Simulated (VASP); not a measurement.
# Al5H (P4mm) in VASP: further runs, part 2 of 3

VASP 6.6.1.

## 3. Single point, PBE

This run uses another cell than the first one, of 17.09 Å³/atom, 1.145 times its volume.

The input, INCAR:

```
PREC = Accurate ; ENCUT = 520
EDIFF = 1E-7 ; ISMEAR = 0
SIGMA = 0.1 ; LREAL = False
LASPH = True ; NELM = 80
ALGO = Normal ; ISIF = 2
LWAVE = False ; LCHARG = False
GGA = PE ; NBANDS = 17
```

The input, KPOINTS:

```
regular mesh
0
Gamma
  6 6 4
```

The input, POSCAR:

```
Al5H
1.0
    4.0924679718      0.0000000000      0.0000000000
    0.0000000000      4.0924679718      0.0000000000
    0.0000000000      0.0000000000      6.1220616991
Al H
5 1
Direct
    0.5000000000      0.0000000000      0.7095754722
    0.0000000000      0.5000000000      0.7095754722
    0.0000000000      0.0000000000      0.4280776995
    0.5000000000      0.0000000000      0.1444491836
    0.0000000000      0.5000000000      0.1444491836
    0.5000000000      0.5000000000      0.1468546989
```

Potentials or basis: VASP PAW PBE potentials, release 64 (Al, H).

Started as:

```console
> cat potpaw_PBE.64/Al/POTCAR potpaw_PBE.64/H/POTCAR > POTCAR
> mpirun -np 1 vasp_std > vasp.out
```

OUTCAR:

```text
PREC = Accurate
   ENCUT = 520
   EDIFF = 1E-7
   ISMEAR = 0
   LREAL = False
   LASPH = True
   NELM = 80
   ISIF = 2
   GGA = PE

 ion  position               nearest neighbor table
   1  0.500  0.000  0.710-   4 2.66   3 2.68   3 2.68   2 2.89   2 2.89   2 2.89   2 2.89
   2  0.000  0.500  0.710-   5 2.66   3 2.68   3 2.68   1 2.89   1 2.89   1 2.89   1 2.89
   3  0.000  0.000  0.428-   1 2.68   2 2.68   2 2.68   1 2.68   4 2.68   5 2.68   5 2.68   4 2.68

   4  0.500  0.000  0.144-   6 2.05   6 2.05   1 2.66   3 2.68   3 2.68   5 2.89   5 2.89   5 2.89
                             5 2.89
   5  0.000  0.500  0.144-   6 2.05   6 2.05   2 2.66   3 2.68   3 2.68   4 2.89   4 2.89   4 2.89
                             4 2.89
   6  0.500  0.500  0.147-   4 2.05   5 2.05   4 2.05   5 2.05

  LATTYP: Found a simple tetragonal cell.
 ALAT       =     4.0924679718
 C/A-ratio  =     1.4959339306

  Lattice vectors:

 A1 = (   4.0924679718,   0.0000000000,   0.0000000000)
 A2 = (   0.0000000000,   4.0924679718,   0.0000000000)
 A3 = (   0.0000000000,   0.0000000000,   6.1220616991)

Analysis of symmetry for initial positions (statically):
=====================================================================
 Subroutine PRICEL returns:
 Original cell was already a primitive cell.

 Routine SETGRP: Setting up the symmetry group for a
 simple tetragonal supercell.

 Subroutine GETGRP returns: Found  8 space group operations
 (whereof  8 operations were pure point group operations)
 out of a pool of 16 trial point group operations.

The static configuration has the point symmetry C_4v.

Analysis of symmetry for dynamics (positions and initial velocities):
=====================================================================
 Subroutine PRICEL returns:
 Original cell was already a primitive cell.

 Routine SETGRP: Setting up the symmetry group for a
 simple tetragonal supercell.

 Subroutine GETGRP returns: Found  8 space group operations
 (whereof  8 operations were pure point group operations)
 out of a pool of 16 trial point group operations.

The dynamic configuration has the point symmetry C_4v.

 Subroutine INISYM returns: Found  8 space group operations
 (whereof  8 operations are pure point group operations),
 and found     1 'primitive' translations

----------------------------------------------------------------------------------------

                                     Primitive cell

  volume of cell :     102.5341

  direct lattice vectors                    reciprocal lattice vectors
     4.092467972  0.000000000  0.000000000     0.244351332  0.000000000  0.000000000
     0.000000000  4.092467972  0.000000000     0.000000000  0.244351332  0.000000000
     0.000000000  0.000000000  6.122061699     0.000000000  0.000000000  0.163343666

  length of vectors
     4.092467972  4.092467972  6.122061699     0.244351332  0.244351332  0.163343666

  position of ions in fractional coordinates (direct lattice)
     0.500000000  0.000000000  0.709575472
     0.000000000  0.500000000  0.709575472
     0.000000000  0.000000000  0.428077700
     0.500000000  0.000000000  0.144449184
     0.000000000  0.500000000  0.144449184
     0.500000000  0.500000000  0.146854699
[... 32 lines left out ...]
 ===========================================

 Found     30 irreducible k-points:

 Following reciprocal coordinates:
            Coordinates               Weight
  0.000000  0.000000  0.000000      1.000000
  0.166667  0.000000  0.000000      4.000000
  0.333333  0.000000  0.000000      4.000000
  0.500000  0.000000  0.000000      2.000000
  0.166667  0.166667  0.000000      4.000000
  0.333333  0.166667  0.000000      8.000000
[... 16 lines left out ...]
  0.333333  0.000000  0.500000      4.000000
  0.500000  0.000000  0.500000      2.000000
 [... further k-points ...]
   k-points           NKPTS =     30   k-points in BZ     NKDIM =     30   number of bands    NBANDS=     17
   number of dos      NEDOS =    301   number of ions     NIONS =      6
   total plane-waves  NPLWV =  43200
   dimension x,y,z NGX =    30 NGY =   30 NGZ =   48
   dimension x,y,z NGXF=    60 NGYF=   60 NGZF=   96
   ions per type =               5   1
   NGX,Y,Z   is equivalent  to a cutoff of  12.19, 12.19, 13.03 a.u.
   NGXF,Y,Z  is equivalent  to a cutoff of  24.37, 24.37, 26.07 a.u.
 SYSTEM =  unknown system
   PREC   = accura    normal or accurate (medium, high low for compatibility)
   ISTART =      0    job   : 0-new  1-cont  2-samecut
   ICHARG =      2    charge: 1-file 2-atom 10-const
   ISPIN  =      1    spin polarized calculation?
   LNONCOLLINEAR =      F non collinear calculations
   LSORBIT =      F    spin-orbit coupling
   LASPH  =      T    aspherical Exc in radial PAW
   ENCUT  =  520.0 eV  38.22 Ry    6.18 a.u.   7.61  7.61 11.38*2*pi/ulx,y,z
   NELM   =     80;   NELMIN=  2; NELMDL= -5     # of ELM steps
   EDIFF  = 0.1E-06   stopping-criterion for ELM
   LREAL  =      F    real-space projection
   EDIFFG = 0.1E-05   stopping-criterion for IOM
   NSW    =      0    number of steps for IOM
   IBRION =     -1    ionic relax: 0-MD 1-quasi-New 2-CG
   NFREE  =      0    steps in history (QN), initial steepest desc. (CG)
   ISIF   =      2    stress and relaxation
   ISYM   =      2    0-nonsym 1-usesym 2-fastsym
   POTIM  = 0.5000    time-step for ionic-motion
   TEBEG  =    0.0;   TEEND  =   0.0 temperature during run
   PSTRESS=    0.0 pullay stress
   NELECT =      16.0000    total number of electrons
   NUPDOWN=      -1.0000    fix difference up-down
   EMIN   =  10.00;   EMAX   =-10.00  energy-range for DOS
   EFERMI =   0.00;   METHOD = LEGACY
   ISMEAR =     0;   SIGMA  =   0.10  broadening in eV -4-tet -1-fermi 0-gaus
   EFERMI_NEDOS =   21; number of points for ismear=-14 and -15
   IALGO  =     38    algorithm
   IMIX   =      4    mixing-type and parameters
     AMIX     =   0.40;   BMIX     =  1.00
     AMIX_MAG =   1.60;   BMIX_MAG =  1.00
  volume/ion in A,a.u.               =      17.09       115.32
  Fermi-wavevector in a.u.,A,eV,Ry     =   0.881371  1.665550 10.569206  0.776815
  Thomas-Fermi vector in A             =   2.001858
   LORBIT       =      0    0 simple, 1 ext, 2 COOP (PROOUT), +10 PAW based schemes
   GGA     = PE    functional components
   LHFCALC =     F    Hartree Fock is set to
   AEXX    =    0.0000 exact exchange contribution
   IVDW    =     0    specifies the selected vdW correction
   LEPSILON=     F    determine dielectric tensor
   LRPA    =     F    only Hartree local field effects (RPA)
 non-spin polarized calculation
 Gauss-broadening in eV      SIGMA  =   0.10
  energy-cutoff  :      520.00
  volume of cell :      102.53
 maximum number of plane-waves:      2791
   NGX = 15   NGY = 15   NGZ = 23

 number of electron      15.9999999 magnetization

 Free energy of the ion-electron system (eV)
  ---------------------------------------------------
  ext. energy  EPLUGINS =         0.00000000
  ---------------------------------------------------
  free energy    TOTEN  =       -20.58541151 eV

  energy without entropy =      -20.57462666  energy(sigma->0) =      -20.58001908

 E-fermi :   5.8010     XC(G=0):  -9.4292

 val. band max:        5.7607019204   @ k =   0.3333   0.3333   0.2500
 cond. band min:       5.8453009978   @ k =   0.5000   0.0000   0.0000
 fundamental gap:      0.0845990774
 Fermi energy:         5.8009922126

 k-point     1 :       0.0000    0.0000    0.0000
  band No.  band energies     occupation
      1      -4.4563      2.00000
      2      -1.4113      2.00000
      3       0.3820      2.00000
      4       3.8552      2.00000
      5       3.9547      2.00000
      6       3.9547      2.00000
[... 457 lines left out ...]
      4      -0.2917      2.00000
      5       4.4688      2.00000
      6       5.3300      2.00000
[... 9 lines left out ...]
     16      10.1598      0.00000
     17      13.7906      0.00000

 [... further k-points ...]
[... 5 lines left out ...]
  --------------------------------------------------------------------------------------
  -------------------------------------------------------------------------------------
  Total       -0.0216592     -0.0216592     -0.0343796      0.0000000      0.0000000      0.0000000
  in kB       -0.3384431     -0.3384431     -0.5372089      0.0000000      0.0000000      0.0000000
  external PRESSURE =      -0.4046984 kB  Pullay stress =       0.0000000 kB

 VOLUME and BASIS-vectors are now :
 -----------------------------------------------------------------------------
  energy-cutoff  :      520.00
  volume of cell :      102.53
      direct lattice vectors                 reciprocal lattice vectors
     4.092467972  0.000000000  0.000000000     0.244351332  0.000000000  0.000000000
     0.000000000  4.092467972  0.000000000     0.000000000  0.244351332  0.000000000
     0.000000000  0.000000000  6.122061699     0.000000000  0.000000000  0.163343666

 POSITION                                       TOTAL-FORCE (eV/Angst)
 -----------------------------------------------------------------------------------
      2.04623      0.00000      4.34406         0.000000      0.000000     -0.002604
      0.00000      2.04623      4.34406         0.000000     -0.000000     -0.002604
      0.00000      0.00000      2.62072        -0.000000      0.000000     -0.003606
      2.04623      0.00000      0.88433         0.000000      0.000000      0.007491
      0.00000      2.04623      0.88433         0.000000      0.000000      0.007491
      2.04623      2.04623      0.89905         0.000000      0.000000     -0.006169
 -----------------------------------------------------------------------------------
    total drift:                               -0.000000     -0.000000     -0.000090

  FREE ENERGIE OF THE ION-ELECTRON SYSTEM (eV)
  ---------------------------------------------------
  free  energy   TOTEN  =       -20.5854115076 eV

  energy  without entropy=      -20.5746266574  energy(sigma->0) =      -20.58001908
```

OSZICAR:

```text
N       E                     dE             d eps       ncg     rms          rms(c)
DAV:   1     0.102747055500E+02    0.10275E+02   -0.53345E+03  1020   0.738E+02
DAV:   2    -0.197612177615E+02   -0.30036E+02   -0.27763E+02  1335   0.979E+01
DAV:   3    -0.208529923014E+02   -0.10918E+01   -0.10762E+01  1308   0.168E+01
DAV:   4    -0.208660687538E+02   -0.13076E-01   -0.13073E-01  1303   0.215E+00
DAV:   5    -0.208663642160E+02   -0.29546E-03   -0.29546E-03  1379   0.333E-01    0.363E+00
DAV:   6    -0.206283158225E+02    0.23805E+00   -0.19904E-01  1261   0.249E+00    0.200E+00
DAV:   7    -0.205854810113E+02    0.42835E-01   -0.22341E-01  1236   0.210E+00    0.613E-01
DAV:   8    -0.205853801030E+02    0.10091E-03   -0.15069E-02  1285   0.652E-01    0.301E-01
DAV:   9    -0.205853132678E+02    0.66835E-04   -0.10862E-03  1199   0.178E-01    0.933E-02
DAV:  10    -0.205853949627E+02   -0.81695E-04   -0.28844E-04  1249   0.799E-02    0.383E-02
DAV:  11    -0.205854110677E+02   -0.16105E-04   -0.33498E-05  1170   0.293E-02    0.775E-03
DAV:  12    -0.205854113501E+02   -0.28245E-06   -0.32272E-06  1361   0.954E-03    0.376E-03
DAV:  13    -0.205854115549E+02   -0.20477E-06   -0.65577E-07  1173   0.411E-03    0.170E-03
DAV:  14    -0.205854115076E+02    0.47290E-07   -0.31996E-08   676   0.986E-04
   1 F= -.20585412E+02 E0= -.20580019E+02  d E =-.107849E-01
```

stdout:

```text
POSCAR found type information on POSCAR AlH
 POSCAR found :  2 types and       6 ions
 scaLAPACK will be used
 LDA part: xc-table for (Slater+PW92), standard interpolation
 POSCAR, INCAR and KPOINTS ok, starting setup
 FFT: planning ... GRIDC
 FFT: planning ... GRID_SOFT
 FFT: planning ... GRID
 WAVECAR not read
 entering main loop
```

Wall time 46 s (1 thread of Oxide Virtual Turin-like, shared host); peak memory 0.17 GiB.

What came out:

- Free energy: -20.5854 eV
- Pressure: 0.0 GPa
- Largest force: 0.007 eV/Å
- Band gap on the k mesh: zero (band 8 reaches 6.68 eV, above the bottom of band 9 at 3.91 eV)

Forces in eV/Å, atoms in the order of the input:
```
Al   0.000  0.000 -0.003
Al   0.000  0.000 -0.003
Al   0.000  0.000 -0.004
Al   0.000  0.000  0.007
Al   0.000  0.000  0.007
H    0.000  0.000 -0.006
```

## 4. Single point, PBE

This run uses another cell than the first one, of 17.11 Å³/atom, 1.147 times its volume.

The input, INCAR:

```
  ALGO = Normal
  EDIFF = 1E-6
  ENCUT = 520
  GGA = PE
  ISIF = 2
  ISMEAR = 0
  LASPH = T
  LCHARG = F
  LREAL = F
  LWAVE = F
  NBANDS = 17
  NELM = 80
  PREC = Accurate
  SIGMA = 0.1
```

The input, KPOINTS:

```
k-points
0
Gamma
  10 10 6
```

The input, POSCAR:

```
Al5H
1.0
    4.1007860286      0.0000000000      0.0000000000
    0.0000000000      4.1007860286      0.0000000000
    0.0000000000      0.0000000000      6.1051844916
Al H
5 1
Direct
    0.5000000000      0.0000000000      0.7083963746
    0.0000000000      0.5000000000      0.7083963746
    0.0000000000      0.0000000000      0.4283448263
    0.5000000000      0.0000000000      0.1439398016
    0.0000000000      0.5000000000      0.1439398016
    0.5000000000      0.5000000000      0.1499645311
```

Potentials or basis: VASP PAW PBE potentials, release 64 (Al, H).

Started as:

```console
> cat potpaw_PBE.64/Al/POTCAR potpaw_PBE.64/H/POTCAR > POTCAR
> mpirun -np 1 vasp_std > vasp.out
```

OUTCAR:

```text
EDIFF = 1E-6
   ENCUT = 520
   GGA = PE
   ISIF = 2
   ISMEAR = 0
   LASPH = T
   LREAL = F
   NELM = 80
   PREC = Accurate

 ion  position               nearest neighbor table
   1  0.500  0.000  0.708-   4 2.66   3 2.67   3 2.67   2 2.90   2 2.90   2 2.90   2 2.90
   2  0.000  0.500  0.708-   5 2.66   3 2.67   3 2.67   1 2.90   1 2.90   1 2.90   1 2.90
   3  0.000  0.000  0.428-   1 2.67   2 2.67   2 2.67   1 2.67   4 2.69   5 2.69   5 2.69   4 2.69

[... 692 lines left out ...]
  -------------------------------------------------------------------------------------
  Total       -0.0249540     -0.0249540     -0.0351313      0.0000000      0.0000000      0.0000000
  in kB       -0.3894196     -0.3894196     -0.5482410      0.0000000      0.0000000      0.0000000
  external PRESSURE =      -0.4423601 kB  Pullay stress =       0.0000000 kB

 VOLUME and BASIS-vectors are now :
 -----------------------------------------------------------------------------
  energy-cutoff  :      520.00
  volume of cell :      102.67
      direct lattice vectors                 reciprocal lattice vectors
     4.100786029  0.000000000  0.000000000     0.243855688  0.000000000  0.000000000
     0.000000000  4.100786029  0.000000000     0.000000000  0.243855688  0.000000000
     0.000000000  0.000000000  6.105184492     0.000000000  0.000000000  0.163795214

 POSITION                                       TOTAL-FORCE (eV/Angst)
 -----------------------------------------------------------------------------------
      2.05039      0.00000      4.32489         0.000000      0.000000      0.000708
      0.00000      2.05039      4.32489         0.000000      0.000000      0.000708
      0.00000      0.00000      2.61512         0.000000      0.000000     -0.000437
      2.05039      0.00000      0.87878         0.000000      0.000000     -0.000353
      0.00000      2.05039      0.87878         0.000000      0.000000     -0.000353
      2.05039      2.05039      0.91556         0.000000     -0.000000     -0.000273
 -----------------------------------------------------------------------------------
    total drift:                                0.000000      0.000000     -0.000270

  FREE ENERGIE OF THE ION-ELECTRON SYSTEM (eV)
  ---------------------------------------------------
  free  energy   TOTEN  =       -20.5968793393 eV

  energy  without entropy=      -20.5847804329  energy(sigma->0) =      -20.59082989
```

OSZICAR:

```text
N       E                     dE             d eps       ncg     rms          rms(c)
DAV:   1     0.114223909132E+02    0.11422E+02   -0.54681E+03  2856   0.747E+02
DAV:   2    -0.196598439596E+02   -0.31082E+02   -0.28370E+02  3728   0.972E+01
DAV:   3    -0.208605040551E+02   -0.12007E+01   -0.11863E+01  3724   0.174E+01
DAV:   4    -0.208746584617E+02   -0.14154E-01   -0.14149E-01  3718   0.222E+00
DAV:   5    -0.208749740086E+02   -0.31555E-03   -0.31554E-03  3830   0.340E-01    0.363E+00
DAV:   6    -0.206406408778E+02    0.23433E+00   -0.19609E-01  3547   0.245E+00    0.200E+00
DAV:   7    -0.205967834876E+02    0.43857E-01   -0.23741E-01  3349   0.221E+00    0.574E-01
DAV:   8    -0.205967771188E+02    0.63687E-05   -0.17394E-02  3525   0.713E-01    0.299E-01
DAV:   9    -0.205967829842E+02   -0.58654E-05   -0.12963E-03  3527   0.185E-01    0.916E-02
DAV:  10    -0.205968620696E+02   -0.79085E-04   -0.25676E-04  3458   0.776E-02    0.414E-02
DAV:  11    -0.205968784307E+02   -0.16361E-04   -0.27600E-05  3422   0.263E-02    0.989E-03
DAV:  12    -0.205968793393E+02   -0.90860E-06   -0.36207E-06  3522   0.100E-02
   1 F= -.20596879E+02 E0= -.20590830E+02  d E =-.120989E-01
```

stdout:

```text
POSCAR found type information on POSCAR AlH
 POSCAR found :  2 types and       6 ions
 scaLAPACK will be used
 LDA part: xc-table for (Slater+PW92), standard interpolation
 POSCAR, INCAR and KPOINTS ok, starting setup
 FFT: planning ... GRIDC
 FFT: planning ... GRID_SOFT
 FFT: planning ... GRID
 WAVECAR not read
 entering main loop
```

Run time: 2 min. Hardware: 1 thread of Oxide Virtual Turin-like, shared host; peak memory 0.23 GiB.

Results:

- Free energy: -20.5969 eV
- Pressure: 0.0 GPa
- Band gap on the k mesh: zero (band 8 reaches 6.70 eV, above the bottom of band 9 at 3.90 eV)

(Continued in part 3 of 3.)
